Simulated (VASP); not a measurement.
PbSe (Clausthalite):

```xyz
2
Lattice="0.0000 3.0606 3.0606 3.0606 0.0000 3.0606 3.0606 3.0606 0.0000" Properties=species:S:1:pos:R:3 pbc="T T T"
Pb   -0.0115   -0.0087   -0.0166
Se    3.0383    3.0478    3.0701
```

This cell differs from its parent crystal: atoms moved at random.

Base run:

* Program: VASP 6.6.1
* Functional: PBE
* Potentials or basis: VASP PAW PBE potentials, release 64 (Pb_d, Se)
* Cutoff: 520 eV
* k mesh: 8 × 8 × 8
* Occupations: fermi-dirac, width 0.05 eV
* Spin: no spin polarisation

Its results: band gap on the k mesh 0.29 eV, direct; pressure 2.4 GPa; largest force 0.017 eV/Å.

Task: The run is repeated on the same cell with these changes: functional from PBE to PBEsol. What comes out?

Result: Band gap on the k mesh 0.21 eV, direct; pressure -0.5 GPa; largest force 0.010 eV/Å.

PBEsol binds more tightly than PBE, so the same cell stands under less pressure.

Caveats: spin-orbit coupling is left out, which moves the levels of the heavy elements; the PAW data sets were made with another functional, which shifts forces and pressure a little (some runs).

A k mesh can miss the band edges.
